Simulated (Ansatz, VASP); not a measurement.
Two plane-wave programs on TaN

```xyz
2
Lattice="0.0000 2.1742 2.1742 2.1742 0.0000 2.1742 2.1742 2.1742 0.0000" Properties=species:S:1:pos:R:3 pbc="T T T"
Ta    2.1742    2.1742    2.1742
N     0.0000    0.0000    0.0000
```

Alike in both runs: functional LDA; k mesh 16 × 16 × 16; occupations gaussian, width 0.1 eV; no spin polarisation.

Ansatz relaxed the structure, and its values are those at the end. VASP's run is a single point on that final structure, the one shown.

```csv
,VASP,Ansatz
version,VASP 6.6.1,Ansatz 0.2.0
potentials or method,"VASP PAW LDA potentials, release 64 (Ta_pv, N), cutoff 520 eV","scalar-relativistic, plane waves, PAW"
valence electrons in the cell,16,18
```

```csv
,VASP,Ansatz,Ansatz less VASP
gap on the k mesh at the Fermi level (eV),none,none,-
pressure (GPa),2.1,0.0,-2.06
```

LDA's correlation is that of Perdew and Zunger in VASP and of Perdew and Wang (1992) in Ansatz. A gap of «none» marks a metal or a gap that the smearing closes. VASP's potentials hold 16 valence electrons a cell and Ansatz's 18, so a difference there can come from the potentials and not from the codes.

Neither program's run includes spin-orbit coupling.
